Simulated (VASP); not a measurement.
# O (P-1) in VASP: electric field gradients with PBEsol

Aim: the electric field gradients of O with PBEsol.

Program: VASP 6.6.1. These are calculated values, not measurements. Logs are shortened: lines on timing, memory, paths and dates and some standing lists are left out, and cuts for length are marked.

### Step 1. The cell of the first run

The typed cell holds 4 atoms: a = 2.561 Å, b = 2.550 Å, c = 6.575 Å, α = 89.79°, β = 89.43°, γ = 119.57°.

### Step 2. Electric field gradients, PBEsol (equal xy, yz and zx shear strains of +1 %)

INCAR reads:

```
PREC = Accurate
ENCUT = 520
EDIFF = 1E-8
ISMEAR = -1
SIGMA = 0.03
LREAL = F
LASPH = T
NELM = 60
ALGO = Normal
ISIF = 2
LWAVE = F
LCHARG = F
GGA = PS
LEFG = T
NBANDS = 20
```

KPOINTS reads:

```
regular mesh
0
Gamma
  13 13 5
```

POSCAR reads:

```
O
1.0
    2.5609995414      0.0128049977      0.0128049977
   -1.2694103174      2.2114881630      0.0046869545
    0.0328750000      0.0328750000      6.5750000000
O
4
Direct
    0.3333333333      0.6666666667      0.1610000000
    0.6666666667      0.3333333333      0.6610000000
    0.3333333333      0.6666666667      0.3390000000
    0.6666666667      0.3333333333      0.8390000000
```

Potentials or basis: VASP PAW PBE potentials, release 64 (O).

Launch:

```bash
$ cat potpaw_PBE.64/O/POTCAR > POTCAR
$ mpirun -np 1 vasp_std > vasp.out
```

OUTCAR:

```text
PREC = Accurate
   ENCUT = 520
   EDIFF = 1E-8
   ISMEAR = -1
   LREAL = F
   LASPH = T
   NELM = 60
   ISIF = 2
   GGA = PS

 ion  position               nearest neighbor table
   1  0.333  0.667  0.161-   3 1.17
   2  0.667  0.333  0.661-   4 1.17
   3  0.333  0.667  0.339-   1 1.17
   4  0.667  0.333  0.839-   2 1.17

  LATTYP: Found a triclinic cell.
 ALAT       =     2.5610635656
 B/A-ratio  =     0.9956498026
 C/A-ratio  =     3.0814898847
 COS(alpha) =     0.0002407789
 COS(beta)  =     0.4812428596
 COS(gamma) =     0.4934652005

  Lattice vectors:

 A1 = (   2.5609995414,   0.0128049977,   0.0128049977)
 A2 = (   1.2694103174,  -2.2114881630,  -0.0046869545)
 A3 = (   3.8197137654,   2.2042231584,  -6.5447030501)

Analysis of symmetry for initial positions (statically):
=====================================================================
 Subroutine PRICEL returns:
 Original cell was already a primitive cell.

 Routine SETGRP: Setting up the symmetry group for a
 triclinic supercell.

 Subroutine GETGRP returns: Found  2 space group operations
 (whereof  2 operations were pure point group operations)
 out of a pool of  2 trial point group operations.

The static configuration has the point symmetry S_2 .

Analysis of symmetry for dynamics (positions and initial velocities):
=====================================================================
 Subroutine PRICEL returns:
 Original cell was already a primitive cell.

 Routine SETGRP: Setting up the symmetry group for a
 triclinic supercell.

 Subroutine GETGRP returns: Found  2 space group operations
 (whereof  2 operations were pure point group operations)
 out of a pool of  2 trial point group operations.

The dynamic configuration has the point symmetry S_2 .

 Subroutine INISYM returns: Found  2 space group operations
 (whereof  2 operations are pure point group operations),
 and found     1 'primitive' translations

----------------------------------------------------------------------------------------

                                     Primitive cell

  volume of cell :      37.3433

  direct lattice vectors                    reciprocal lattice vectors
     2.560999541  0.012804998  0.012804998     0.389370324  0.223507897 -0.003064391
    -1.269410317  2.211488163  0.004686954    -0.002243290  0.450901287 -0.002243290
     0.032875000  0.032875000  6.575000000    -0.000756711 -0.000756711  0.152098822

  length of vectors
     2.561063566  2.549922433  6.575164373     0.448970400  0.450912447  0.152102587

  position of ions in fractional coordinates (direct lattice)
     0.333333333  0.666666667  0.161000000
     0.666666667  0.333333333  0.661000000
     0.333333333  0.666666667  0.339000000
     0.666666667  0.333333333  0.839000000

  ion indices of the primitive-cell ions
   primitive index   ion index
                 1           1
                 2           2
                 3           3
                 4           4

----------------------------------------------------------------------------------------

 KPOINTS: regular mesh

Automatic generation of k-mesh.
 Grid dimensions read from file:
 generate k-points for:   13   13    5

 Generating k-lattice:

  Cartesian coordinates                     Fractional coordinates (reciprocal lattice)
     0.029951563  0.017192915 -0.000235722     0.076923077 -0.000000000  0.000000000
    -0.000172561  0.034684714 -0.000172561     0.000000000  0.076923077  0.000000000
    -0.000151342 -0.000151342  0.030419764     0.000000000  0.000000000  0.200000000

  Length of vectors
     0.034536185  0.034685573  0.030420517

  Shift w.r.t. Gamma in fractional coordinates (k-lattice)
     0.000000000  0.000000000  0.000000000

 Subroutine IBZKPT returns following result:
 ===========================================

 Found    423 irreducible k-points:

 Following reciprocal coordinates:
            Coordinates               Weight
  0.000000  0.000000  0.000000      1.000000
  0.076923 -0.000000  0.000000      2.000000
  0.153846 -0.000000  0.000000      2.000000
  0.230769  0.000000  0.000000      2.000000
  0.307692 -0.000000  0.000000      2.000000
  0.384615 -0.000000  0.000000      2.000000
[... 16 lines left out ...]
  0.153846  0.153846  0.000000      2.000000
  0.230769  0.153846  0.000000      2.000000
 [... further k-points ...]
   k-points           NKPTS =    423   k-points in BZ     NKDIM =    423   number of bands    NBANDS=     20
   number of dos      NEDOS =    301   number of ions     NIONS =      4
   total plane-waves  NPLWV =  20000
   dimension x,y,z NGX =    20 NGY =   20 NGZ =   50
   dimension x,y,z NGXF=    40 NGYF=   40 NGZF=  100
   ions per type =               4
   NGX,Y,Z   is equivalent  to a cutoff of  12.98, 13.04, 12.64 a.u.
   NGXF,Y,Z  is equivalent  to a cutoff of  25.97, 26.08, 25.28 a.u.
 SYSTEM =  unknown system
   PREC   = accura    normal or accurate (medium, high low for compatibility)
   ISTART =      0    job   : 0-new  1-cont  2-samecut
   ICHARG =      2    charge: 1-file 2-atom 10-const
   ISPIN  =      1    spin polarized calculation?
   LNONCOLLINEAR =      F non collinear calculations
   LSORBIT =      F    spin-orbit coupling
   LASPH  =      T    aspherical Exc in radial PAW
   ENCUT  =  520.0 eV  38.22 Ry    6.18 a.u.   4.76  4.74 12.23*2*pi/ulx,y,z
   NELM   =     60;   NELMIN=  2; NELMDL= -5     # of ELM steps
   EDIFF  = 0.1E-07   stopping-criterion for ELM
   LREAL  =      F    real-space projection
   EDIFFG = 0.1E-06   stopping-criterion for IOM
   NSW    =      0    number of steps for IOM
   IBRION =     -1    ionic relax: 0-MD 1-quasi-New 2-CG
   NFREE  =      0    steps in history (QN), initial steepest desc. (CG)
   ISIF   =      2    stress and relaxation
   ISYM   =      2    0-nonsym 1-usesym 2-fastsym
   POTIM  = 0.5000    time-step for ionic-motion
   TEBEG  =    0.0;   TEEND  =   0.0 temperature during run
   PSTRESS=    0.0 pullay stress
   NELECT =      24.0000    total number of electrons
   NUPDOWN=      -1.0000    fix difference up-down
   EMIN   =  10.00;   EMAX   =-10.00  energy-range for DOS
   EFERMI =   0.00;   METHOD = LEGACY
   ISMEAR =    -1;   SIGMA  =   0.03  broadening in eV -4-tet -1-fermi 0-gaus
   EFERMI_NEDOS =   21; number of points for ismear=-14 and -15
   IALGO  =     38    algorithm
   IMIX   =      4    mixing-type and parameters
     AMIX     =   0.40;   BMIX     =  1.00
     AMIX_MAG =   1.60;   BMIX_MAG =  1.00
  volume/ion in A,a.u.               =       9.34        63.00
  Fermi-wavevector in a.u.,A,eV,Ry     =   1.412779  2.669765 27.156478  1.995945
  Thomas-Fermi vector in A             =   2.534493
   LORBIT       =      0    0 simple, 1 ext, 2 COOP (PROOUT), +10 PAW based schemes
   GGA     = PS    functional components
   LHFCALC =     F    Hartree Fock is set to
   AEXX    =    0.0000 exact exchange contribution
   IVDW    =     0    specifies the selected vdW correction
   LEPSILON=     F    determine dielectric tensor
   LRPA    =     F    only Hartree local field effects (RPA)
 non-spin polarized calculation
  energy-cutoff  :      520.00
  volume of cell :       37.34
 maximum number of plane-waves:      1019
   NGX =  9   NGY =  9   NGZ = 25

 number of electron      23.9999997 magnetization

 Free energy of the ion-electron system (eV)
  ---------------------------------------------------
  ext. energy  EPLUGINS =         0.00000000
  ---------------------------------------------------
  free energy    TOTEN  =       -19.92048555 eV

  energy without entropy =      -19.91214712  energy(sigma->0) =      -19.91631634

 E-fermi :   2.3212     XC(G=0): -10.8492

 val. band max:        2.3205070817   @ k =  -0.2308   0.2308   0.2000
 cond. band min:       2.3215036957   @ k =  -0.3846  -0.4615   0.4000
 fundamental gap:      0.0009966140
 Fermi energy:         2.3212182196

 k-point     1 :       0.0000    0.0000    0.0000
  band No.  band energies     occupation
      1     -26.6952      2.00000
      2     -26.5552      2.00000
      3     -13.6534      2.00000
      4     -11.7292      2.00000
      5      -7.8730      2.00000
      6      -4.8238      2.00000
[... 12 lines left out ...]
     19      17.5989      0.00000
     20      18.1380      0.00000

 k-point     2 :       0.0769   -0.0000    0.0000
  band No.  band energies     occupation
      1     -26.6527      2.00000
      2     -26.5162      2.00000
      3     -13.5734      2.00000
      4     -11.6862      2.00000
      5      -7.8415      2.00000
      6      -4.9026      2.00000
[... 12 lines left out ...]
     19      17.7015      0.00000
     20      18.1630      0.00000

 k-point     3 :       0.1538   -0.0000    0.0000
  band No.  band energies     occupation
      1     -26.5322      2.00000
      2     -26.4064      2.00000
      3     -13.3419      2.00000
      4     -11.5675      2.00000
      5      -7.7637      2.00000
      6      -5.2497      2.00000
[... 12 lines left out ...]
     19      17.9683      0.00000
     20      18.2542      0.00000

 k-point     4 :       0.2308    0.0000    0.0000
  band No.  band energies     occupation
      1     -26.3565      2.00000
      2     -26.2480      2.00000
      3     -12.9855      2.00000
      4     -11.4043      2.00000
      5      -7.6924      2.00000
      6      -5.9091      2.00000
[... 12 lines left out ...]
     19      18.2929      0.00000
     20      18.3832      0.00000

 k-point     5 :       0.3077   -0.0000    0.0000
  band No.  band energies     occupation
      1     -26.1622      2.00000
      2     -26.0757      2.00000
      3     -12.5525      2.00000
      4     -11.2481      2.00000
      5      -7.7062      2.00000
      6      -6.6449      2.00000
[... 12 lines left out ...]
     19      18.0287      0.00000
     20      18.6080      0.00000
[... 353 lines left out ...]
      6      -5.2459      2.00000
[... 12 lines left out ...]
     19      17.9720      0.00000
     20      18.2592      0.00000

 k-point    22 :       0.0769    0.1538    0.0000
  band No.  band energies     occupation
      1     -26.4212      2.00000
      2     -26.3058      2.00000
      3     -13.1210      2.00000
      4     -11.4617      2.00000
      5      -7.7069      2.00000
      6      -5.6106      2.00000
[... 12 lines left out ...]
     19      18.1895      0.00000
     20      18.3807      0.00000

 k-point    23 :       0.1538    0.1538    0.0000
  band No.  band energies     occupation
      1     -26.2634      2.00000
      2     -26.1645      2.00000
      3     -12.7867      2.00000
      4     -11.3222      2.00000
      5      -7.6547      2.00000
      6      -6.1084      2.00000
[... 12 lines left out ...]
     19      18.4692      0.00000
     20      18.6137      0.00000

 k-point    24 :       0.2308    0.1538    0.0000
  band No.  band energies     occupation
      1     -26.0881      2.00000
      2     -26.0105      2.00000
      3     -12.3815      2.00000
      4     -11.1921      2.00000
      5      -7.6432      2.00000
      6      -6.6292      2.00000
[... 12 lines left out ...]
     19      18.3127      0.00000
     20      18.7262      0.00000

 [... further k-points ...]
[... 5 lines left out ...]
  --------------------------------------------------------------------------------------
  -------------------------------------------------------------------------------------
  Total       -1.2976485     -1.2942045     14.3981817      0.0023386     -0.1469076     -0.1467082
  in kB      -55.6742944    -55.5265325    617.7394059      0.1003341     -6.3029215     -6.2943673
  external PRESSURE =     168.8461930 kB  Pullay stress =       0.0000000 kB

 VOLUME and BASIS-vectors are now :
 -----------------------------------------------------------------------------
  energy-cutoff  :      520.00
  volume of cell :       37.34
      direct lattice vectors                 reciprocal lattice vectors
     2.560999541  0.012804998  0.012804998     0.389370324  0.223507897 -0.003064391
    -1.269410317  2.211488163  0.004686954    -0.002243290  0.450901287 -0.002243290
     0.032875000  0.032875000  6.575000000    -0.000756711 -0.000756711  0.152098822

 POSITION                                       TOTAL-FORCE (eV/Angst)
 -----------------------------------------------------------------------------------
      0.01269      1.48389      1.06597         0.034022      0.036532     -4.618217
      1.30593      0.76743      4.35617         0.038990      0.036535     -4.618730
      0.01854      1.48974      2.23632        -0.038990     -0.036535      4.618730
      1.31178      0.77328      5.52652        -0.034022     -0.036532      4.618217
 -----------------------------------------------------------------------------------
    total drift:                               -0.000000      0.000000      0.000000

  FREE ENERGIE OF THE ION-ELECTRON SYSTEM (eV)
  ---------------------------------------------------
  free  energy   TOTEN  =       -19.9204855494 eV

  energy  without entropy=      -19.9121471207  energy(sigma->0) =      -19.91631634

 Electric field gradients (V/A^2)
---------------------------------------------------------------------
 ion       V_xx      V_yy      V_zz      V_xy      V_xz      V_yz
---------------------------------------------------------------------
   1     -55.369   -55.425   110.795    -0.162     1.065     1.059
   2     -55.355   -55.439   110.794    -0.148     1.055     1.059
   3     -55.355   -55.439   110.794    -0.148     1.055     1.059
   4     -55.369   -55.425   110.795    -0.162     1.065     1.059
---------------------------------------------------------------------

 Electric field gradients after diagonalization (V/A^2)
 (convention: |V_zz| > |V_xx| > |V_yy|)
----------------------------------------------------------------------
 ion       V_xx      V_yy      V_zz     asymmetry (V_yy - V_xx)/ V_zz
----------------------------------------------------------------------
   1     -55.575   -55.233   110.808       0.003
   2     -55.564   -55.244   110.807       0.003
   3     -55.564   -55.244   110.807       0.003
   4     -55.575   -55.233   110.808       0.003
----------------------------------------------------------------------

           NMR quadrupolar parameters

 Cq : quadrupolar parameter    Cq=e*Q*V_zz/h
 eta: asymmetry parameters     (V_yy - V_xx)/ V_zz
 Q  : nuclear electric quadrupole moment in mb (millibarn)
----------------------------------------------------------------------
 ion       Cq(MHz)       eta       Q (mb)
----------------------------------------------------------------------
   1       0.268       0.003       1.000
   2       0.268       0.003       1.000
   3       0.268       0.003       1.000
   4       0.268       0.003       1.000
----------------------------------------------------------------------
```

It took 6.8 min on 1 thread of Intel Xeon Platinum 8259CL at 2.50GHz (Skylake/Cascade Lake), shared host; peak memory 0.31 GiB.

Results:

```yaml
Free_energy: -19.9205 eV
Pressure: 16.9 GPa
Largest_force: 4.619 eV/Å
Band_gap_on_the_k_mesh: zero (bands 12 and 13 overlap by 2.00 eV)
Largest_electric_field_gradient_by_atom: O +110.8 V/Å²
```

Forces on the atoms (eV/Å):
```
O    0.034  0.037 -4.618
O    0.039  0.037 -4.619
O   -0.039 -0.037  4.619
O   -0.034 -0.037  4.618
```

Stress tensor (GPa, compression positive):
```
-5.57  0.01 -0.63
 0.01 -5.55 -0.63
-0.63 -0.63 61.77
```

Levels at points of the mesh, in eV from the Fermi level:
| k point | band 10 | band 11 | band 12 | band 13 | band 14 | band 15 |
| --- | --- | --- | --- | --- | --- | --- |
| (0.00, 0.00, 0.00) | -6.15 | 1.01 | 1.05 | 1.30 | 1.33 | 8.38 |

Electric field gradients, principal values (V/Å²):
| atom | least | middle | greatest (by size) |
| --- | --- | --- | --- |
| 1 O | -55.233 | -55.575 | 110.808 |
| 2 O | -55.244 | -55.564 | 110.807 |
| 3 O | -55.244 | -55.564 | 110.807 |
| 4 O | -55.233 | -55.575 | 110.808 |

Caveat: the cell differs from its parent crystal (equal xy, yz and zx shear strains of +1 %); the standard files for N, O and F lose accuracy on very short bonds; spin is off for a triplet molecule; the stress differs along the axes, from -6 to 62 GPa; this functional lacks dispersion, which holds the molecules together, so the pressure and a relaxed volume are unreliable; without QUAD_EFG the Cq values of the log hold for a quadrupole moment of 1 mb, not for the nuclei; the PAW data sets were made with another functional, which shifts forces and pressure a little.
